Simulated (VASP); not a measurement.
# SiO2 in VASP: relaxation of the atoms with PBE

Aim: the relaxation of the atoms of SiO2 with PBE.

Program: VASP 6.6.1. These are calculated values, not measurements. Logs are shortened: lines on timing, memory, paths and dates and some standing lists are left out, and cuts for length are marked.

## 1. The cell of the first run

The cell holds a slab with vacuum, 12 atoms: a = 5.027 Å, b = 5.123 Å, c = 23.751 Å, α = 90.00°, β = 90.00°, γ = 119.38°.

## 2. Relaxation of the atoms, PBE

INCAR reads:

```
PREC = Accurate
ENCUT = 520
EDIFF = 1E-7
ISMEAR = 0
SIGMA = 0.05
LREAL = F
LASPH = T
NELM = 120
ALGO = Normal
ISIF = 2
LWAVE = F
LCHARG = F
LDIPOL = T
IDIPOL = 3
DIPOL = 0.5 0.5 0.518
GGA = PE
IBRION = 2
NSW = 90
EDIFFG = -0.03
GGA_COMPAT = F
NELMIN = 4
NELMDL = -8
KPAR = 4
```

KPOINTS reads:

```
regular mesh
0
Gamma
  6 6 1
```

POSCAR reads:

```
SiO2
1.0
    5.0267385392      0.0000000000      0.0000000000
   -2.5133692696      4.4641492588      0.0000000000
    0.0000000000      0.0000000000     23.7508055714
O Si
8 4
Selective dynamics
Direct
    0.2311027574      0.6462280352      0.3578825979  F F F
    0.4524392790      0.4048785580      0.4292454284  F F F
    0.5736164919      0.9632104634      0.4453394607  F F F
    0.0107711844      0.5215423687      0.4614334931  F F F
    0.5480851856      0.2801928916      0.5327963236  T T T
    0.7694217072      0.0388434144      0.6041591541  T T T
    0.8905989201      0.5971753197      0.6202531864  T T T
    0.3277536125      0.1555072251      0.6363472187  T T T
    0.3169824282      0.6339648563      0.4234752450  F F F
    0.6462280352      0.2924560704      0.4672036764  F F F
    0.6339648563      0.2679297127      0.5983889707  T T T
    0.9632104634      0.9264209268      0.6421174021  T T T
```

Potentials or basis: VASP PAW PBE potentials, release 64 (O, Si).

Started as:

```console
$ cat potpaw_PBE.64/O/POTCAR potpaw_PBE.64/Si/POTCAR > POTCAR
$ mpirun -np 4 vasp_std > vasp.out
```

OUTCAR:

```text
PREC = Accurate
   ENCUT = 520
   EDIFF = 1E-7
   ISMEAR = 0
   LREAL = F
   LASPH = T
   NELM = 120
   ISIF = 2
   GGA = PE
   IBRION = 2
   NSW = 90
   EDIFFG = -0.03
   NELMIN = 4
   NELMDL = -8

 ion  position               nearest neighbor table
   1  0.231  0.646  0.358-   9 1.63
   2  0.452  0.405  0.429-  10 1.63   9 1.63
   3  0.574  0.963  0.445-  10 1.63   9 1.63
   4  0.011  0.522  0.461-  10 1.63   9 1.63
   5  0.548  0.280  0.533-  11 1.63  10 1.63
   6  0.769  0.039  0.604-  12 1.63  11 1.63
   7  0.891  0.597  0.620-  11 1.63  12 1.63
   8  0.328  0.156  0.636-  11 1.63  12 1.63
   9  0.317  0.634  0.423-   1 1.63   2 1.63   3 1.63   4 1.63  10 3.12  10 3.12  10 3.12
  10  0.646  0.292  0.467-   2 1.63   3 1.63   4 1.63   5 1.63   9 3.12   9 3.12   9 3.12  11 3.12

  11  0.634  0.268  0.598-   5 1.63   8 1.63   7 1.63   6 1.63  12 3.12  12 3.12  12 3.12  10 3.12

  12  0.963  0.926  0.642-   6 1.63   8 1.63   7 1.63  11 3.12  11 3.12  11 3.12

  LATTYP: Found a base centered orthorhombic cell.
 ALAT       =     5.0267385392
 B/A-ratio  =     1.7761613117
 C/A-ratio  =     4.7248937629

  Lattice vectors:

 A1 = (   2.5133692696,  -4.4641492588,   0.0000000000)
 A2 = (   2.5133692696,   4.4641492588,   0.0000000000)
 A3 = (   0.0000000000,   0.0000000000,  23.7508055714)

Analysis of symmetry for initial positions (statically):
=====================================================================
 Subroutine PRICEL returns:
 Original cell was already a primitive cell.

 Routine SETGRP: Setting up the symmetry group for a
 base centered orthorhombic supercell.

 Subroutine GETGRP returns: Found  1 space group operations
 (whereof  1 operations were pure point group operations)
 out of a pool of  8 trial point group operations.

The static configuration has the point symmetry C_1 .

Analysis of symmetry for dynamics (positions and initial velocities):
=====================================================================
 Subroutine PRICEL returns:
 Original cell was already a primitive cell.

 Routine SETGRP: Setting up the symmetry group for a
 base centered orthorhombic supercell.

 Subroutine GETGRP returns: Found  1 space group operations
 (whereof  1 operations were pure point group operations)
 out of a pool of  8 trial point group operations.

The dynamic configuration has the point symmetry C_1 .

Analysis of constrained symmetry for selective dynamics:
=====================================================================
 Subroutine PRICEL returns:
 Original cell was already a primitive cell.

 Routine SETGRP: Setting up the symmetry group for a
 base centered orthorhombic supercell.

 Subroutine GETGRP returns: Found  1 space group operations
 (whereof  1 operations were pure point group operations)
 out of a pool of  8 trial point group operations.

The constrained configuration has the point symmetry C_1 .

 Subroutine INISYM returns: Found  1 space group operations
 (whereof  1 operations are pure point group operations),
 and found     1 'primitive' translations

----------------------------------------------------------------------------------------

                                     Primitive cell

  volume of cell :     532.9707

  direct lattice vectors                    reciprocal lattice vectors
     5.026738539  0.000000000  0.000000000     0.198936148  0.112003423  0.000000000
    -2.513369270  4.464149259  0.000000000     0.000000000  0.224006847  0.000000000
     0.000000000  0.000000000 23.750805571     0.000000000  0.000000000  0.042103835

  length of vectors
     5.026738539  5.123051209 23.750805571     0.228298834  0.224006847  0.042103835

  position of ions in fractional coordinates (direct lattice)
     0.231102757  0.646228035  0.357882598
     0.452439279  0.404878558  0.429245428
     0.573616492  0.963210463  0.445339461
     0.010771184  0.521542369  0.461433493
     0.548085186  0.280192892  0.532796324
     0.769421707  0.038843414  0.604159154
     0.890598920  0.597175320  0.620253186
     0.327753612  0.155507225  0.636347219
     0.316982428  0.633964856  0.423475245
     0.646228035  0.292456070  0.467203676
     0.633964856  0.267929713  0.598388971
     0.963210463  0.926420927  0.642117402

  ion indices of the primitive-cell ions
   primitive index   ion index
                 1           1
                 2           2
                 3           3
                 4           4
                 5           5
                 6           6
                 7           7
                 8           8
                 9           9
                10          10
                11          11
                12          12

----------------------------------------------------------------------------------------

 KPOINTS: regular mesh

Automatic generation of k-mesh.
 Grid dimensions read from file:
 generate k-points for:    6    6    1

 Generating k-lattice:

  Cartesian coordinates                     Fractional coordinates (reciprocal lattice)
     0.033156025  0.018667237  0.000000000     0.166666667  0.000000000  0.000000000
     0.000000000  0.037334474  0.000000000     0.000000000  0.166666667  0.000000000
     0.000000000  0.000000000  0.042103835     0.000000000  0.000000000  1.000000000

  Length of vectors
     0.038049806  0.037334474  0.042103835

  Shift w.r.t. Gamma in fractional coordinates (k-lattice)
     0.000000000  0.000000000  0.000000000

 Subroutine IBZKPT returns following result:
 ===========================================

 Found     20 irreducible k-points:

 Following reciprocal coordinates:
            Coordinates               Weight
  0.000000  0.000000  0.000000      1.000000
  0.166667  0.000000  0.000000      2.000000
  0.166667 -0.166667  0.000000      2.000000
  0.333333  0.000000  0.000000      2.000000
  0.333333 -0.333333  0.000000      2.000000
  0.500000 -0.000000  0.000000      1.000000
[... 12 lines left out ...]
  0.333333  0.333333  0.000000      2.000000
  0.000000  0.500000  0.000000      1.000000
   k-points           NKPTS =     20   k-points in BZ     NKDIM =     20   number of bands    NBANDS=     39
   number of dos      NEDOS =    301   number of ions     NIONS =     12
   total plane-waves  NPLWV = 288000
   dimension x,y,z NGX =    40 NGY =   40 NGZ =  180
   dimension x,y,z NGXF=    80 NGYF=   80 NGZF=  360
   ions per type =               8   4
   NGX,Y,Z   is equivalent  to a cutoff of  13.23, 12.98, 12.60 a.u.
   NGXF,Y,Z  is equivalent  to a cutoff of  26.46, 25.96, 25.20 a.u.
 SYSTEM =  unknown system
   PREC   = accura    normal or accurate (medium, high low for compatibility)
   ISTART =      0    job   : 0-new  1-cont  2-samecut
   ICHARG =      2    charge: 1-file 2-atom 10-const
   ISPIN  =      1    spin polarized calculation?
   LNONCOLLINEAR =      F non collinear calculations
   LSORBIT =      F    spin-orbit coupling
   LASPH  =      T    aspherical Exc in radial PAW
   ENCUT  =  520.0 eV  38.22 Ry    6.18 a.u.   9.35  9.53 44.16*2*pi/ulx,y,z
   NELM   =    120;   NELMIN=  4; NELMDL= -8     # of ELM steps
   EDIFF  = 0.1E-06   stopping-criterion for ELM
   LREAL  =      F    real-space projection
   EDIFFG = -.3E-01   stopping-criterion for IOM
   NSW    =     90    number of steps for IOM
   IBRION =      2    ionic relax: 0-MD 1-quasi-New 2-CG
   NFREE  =      1    steps in history (QN), initial steepest desc. (CG)
   ISIF   =      2    stress and relaxation
   ISYM   =      2    0-nonsym 1-usesym 2-fastsym
   POTIM  = 0.5000    time-step for ionic-motion
   TEBEG  =    0.0;   TEEND  =   0.0 temperature during run
   PSTRESS=    0.0 pullay stress
   NELECT =      64.0000    total number of electrons
   NUPDOWN=      -1.0000    fix difference up-down
   EMIN   =  10.00;   EMAX   =-10.00  energy-range for DOS
   EFERMI =   0.00;   METHOD = LEGACY
   ISMEAR =     0;   SIGMA  =   0.05  broadening in eV -4-tet -1-fermi 0-gaus
   EFERMI_NEDOS =   21; number of points for ismear=-14 and -15
   IALGO  =     38    algorithm
   IMIX   =      4    mixing-type and parameters
     AMIX     =   0.40;   BMIX     =  1.00
     AMIX_MAG =   1.60;   BMIX_MAG =  1.00
  volume/ion in A,a.u.               =      44.41       299.72
  Fermi-wavevector in a.u.,A,eV,Ry     =   0.807670  1.526274  8.875490  0.652330
  Thomas-Fermi vector in A             =   1.916332
   LORBIT       =      0    0 simple, 1 ext, 2 COOP (PROOUT), +10 PAW based schemes
   GGA     = PE    functional components
   LHFCALC =     F    Hartree Fock is set to
   AEXX    =    0.0000 exact exchange contribution
   IVDW    =     0    specifies the selected vdW correction
   LEPSILON=     F    determine dielectric tensor
   LRPA    =     F    only Hartree local field effects (RPA)
 conjugate gradient relaxation of ions
 non-spin polarized calculation
 Gauss-broadening in eV      SIGMA  =   0.05
  energy-cutoff  :      520.00
  volume of cell :      532.97
 maximum number of plane-waves:     14401
 NGX is ok and might be reduce to    40
   NGX = 19   NGY = 19   NGZ = 89

--------------------------------------- Ionic step        1  -------------------------------------------

 number of electron      64.0000002 magnetization

 Free energy of the ion-electron system (eV)
  ---------------------------------------------------
  ext. energy  EPLUGINS =         0.00000000
  ---------------------------------------------------
  free energy    TOTEN  =       -88.24420247 eV

  energy without entropy =      -88.20410223  energy(sigma->0) =      -88.22415235

------------------------ aborting loop because EDIFF is reached ----------------------------------------

  FORCE on cell =-STRESS in cart. coord.  units (eV):
  Direction    XX          YY          ZZ          XY          YZ          ZX
  --------------------------------------------------------------------------------------
  -------------------------------------------------------------------------------------
  Total        2.1734156      2.1841825      0.7721886      0.0375501     -0.0578115     -0.4274247
  in kB        6.5335619      6.5659287      2.3212965      0.1128803     -0.1737886     -1.2848925
  external PRESSURE =       5.1402623 kB  Pullay stress =       0.0000000 kB
[... 119 lines left out ...]
  FREE ENERGIE OF THE ION-ELECTRON SYSTEM (eV)
  ---------------------------------------------------
  free  energy   TOTEN  =       -88.2774880948 eV

  energy  without entropy=      -88.2375949166  energy(sigma->0) =      -88.25754151

[... ionic steps 4 to 26 ...]

--------------------------------------- Ionic step       27  -------------------------------------------

 number of electron      64.0000005 magnetization

------------------------ aborting loop because EDIFF is reached ----------------------------------------
[... 87 lines left out ...]
--------------------------------------- Ionic step       29  -------------------------------------------

 number of electron      64.0000004 magnetization

 dipolmoment           0.000000      0.000000     -0.591652 electrons x Angstroem

 Free energy of the ion-electron system (eV)
  ---------------------------------------------------
  ext. energy  EPLUGINS =         0.00000000
  ---------------------------------------------------
  free energy    TOTEN  =       -88.32204080 eV

  energy without entropy =      -88.28364734  energy(sigma->0) =      -88.30284407

 E-fermi :  -4.0057     XC(G=0):  -3.3307

 val. band max:       -4.0063139636   @ k =   0.3333   0.0000   0.0000
 cond. band min:      -4.0025908688   @ k =   0.1667   0.1667   0.0000
 fundamental gap:      0.0037230948
 Fermi energy:        -4.0056658248

 k-point     1 :       0.0000    0.0000    0.0000
  band No.  band energies     occupation
      1     -26.0637      2.00000
      2     -24.4505      2.00000
      3     -24.4413      2.00000
      4     -24.4277      2.00000
      5     -23.6483      2.00000
      6     -22.4159      2.00000
[... 829 lines left out ...]
     38       2.0281      0.00000
     39       2.6218      0.00000

------------------------ aborting loop because EDIFF is reached ----------------------------------------

 vacuum level on the upper side and lower side of the slab       (xc-potential included)        -2.344         2.321

  FORCE on cell =-STRESS in cart. coord.  units (eV):
  Direction    XX          YY          ZZ          XY          YZ          ZX
  --------------------------------------------------------------------------------------
  -------------------------------------------------------------------------------------
  Total        1.1535005      0.7439503     -0.1990628      0.2273764     -0.0558997     -0.4436236
  in kB        3.4675683      2.2364085     -0.5984080      0.6835221     -0.1680416     -1.3335886
  external PRESSURE =       1.7018562 kB  Pullay stress =       0.0000000 kB
[... 27 lines left out ...]
  FREE ENERGIE OF THE ION-ELECTRON SYSTEM (eV)
  ---------------------------------------------------
  free  energy   TOTEN  =       -88.3220408026 eV

  energy  without entropy=      -88.2836473446  energy(sigma->0) =      -88.30284407

 reached required accuracy - stopping structural energy minimisation

 vacuum level on the upper side and lower side of the slab         0.524         5.295
```

Wall time 1.6 h (4 MPI ranks of Intel Xeon Platinum 8559C (Emerald Rapids), shared host); peak memory 0.87 GiB.

What came out:

- Free energy: -88.3220 eV
- Energy gained by relaxing: 6.5 meV/atom
- Ionic steps: 29
- Band gap on the k mesh: 0.01 eV (least direct gap 0.02 eV)

The path:
```csv
step,energy change (eV),largest force on free atoms (eV/Å),pressure (GPa)
1,0.0000,1.4548,0.51
2,0.2268,5.6706,0.80
3,-0.0333,0.3487,0.53
4,-0.0496,0.2160,0.53
5,-0.0564,0.1978,0.53
6,-0.0592,0.3130,0.45
7,-0.0594,0.2519,0.46
8,-0.0623,0.1668,0.40
9,-0.0640,0.2221,0.30
10,-0.0654,0.1706,0.25
11,-0.0658,0.2123,0.20
12,-0.0670,0.1710,0.17
13,-0.0676,0.2041,0.13
14,-0.0690,0.1613,0.12
15,-0.0705,0.2088,0.10
16,-0.0720,0.1631,0.10
17,-0.0743,0.1283,0.11
18,-0.0743,0.1451,0.12
19,-0.0752,0.1064,0.12
20,-0.0753,0.1256,0.13
21,-0.0761,0.1070,0.14
22,-0.0771,0.0901,0.16
23,-0.0774,0.1132,0.16
24,-0.0775,0.0652,0.16
25,-0.0777,0.0368,0.16
26,-0.0777,0.0461,0.16
27,-0.0778,0.0320,0.17
28,-0.0778,0.0333,0.17
29,-0.0778,0.0224,0.17
```

Final structure:
```cif
data_structure
_symmetry_space_group_name_H-M 'P 1'
_symmetry_Int_Tables_number 1
_cell_length_a 5.0267
_cell_length_b 5.1231
_cell_length_c 23.7508
_cell_angle_alpha 90.000
_cell_angle_beta 90.000
_cell_angle_gamma 119.380
_cell_volume 532.97
loop_
_atom_site_label
_atom_site_type_symbol
_atom_site_fract_x
_atom_site_fract_y
_atom_site_fract_z
_atom_site_occupancy
O1 O 0.23110 0.64623 0.35788 1
O2 O 0.45244 0.40488 0.42925 1
O3 O 0.57362 0.96321 0.44534 1
O4 O 0.01077 0.52154 0.46143 1
O5 O 0.55629 0.27996 0.53478 1
O6 O 0.75356 0.02407 0.61050 1
O7 O 0.90826 0.59342 0.62314 1
O8 O 0.33306 0.17202 0.63810 1
Si1 Si 0.31698 0.63396 0.42348 1
Si2 Si 0.64623 0.29246 0.46720 1
Si3 Si 0.63861 0.26896 0.59934 1
Si4 Si 0.97375 0.92423 0.64305 1
```

Caveat: the smearing spreads over this small gap; semilocal functionals underestimate gaps, and a narrow one can read as zero.
